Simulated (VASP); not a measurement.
Crystal: LiH.

```
Li H
1.0
     0.00000    2.14512    2.14512
     2.14512    0.00000    2.14512
     2.14512    2.14512    0.00000
Li H
1 1
Direct
  0.00000 0.00000 0.00000
  0.25000 0.25000 0.25000
```

Program: VASP 6.6.1. Alike in all runs: task single point; no spin polarisation; cell as given; k mesh 6 × 6 × 6; cutoff (eV) 520; smearing gaussian 0.01 eV.

Order these runs on this cell by their band gap on the k mesh, lowest first.
A. level LDA; potentials or basis VASP PAW LDA potentials, release 64 (Li_sv, H)
B. level r2SCAN; potentials or basis VASP PAW PBE potentials, release 64 (Li_sv, H)
C. level HSE06; potentials or basis VASP PAW PBE potentials, release 64 (Li_sv, H); grid for exact exchange (PRECFOCK) Normal; screening parameter 0.2079 1/Å
D. level PBE; potentials or basis VASP PAW PBE potentials, release 64 (Li_sv, H)

A (4.04 eV), D (4.30 eV), B (4.88 eV), C (5.34 eV).

Caveats: all runs use coarse meshes.

A k mesh can miss the band edges.
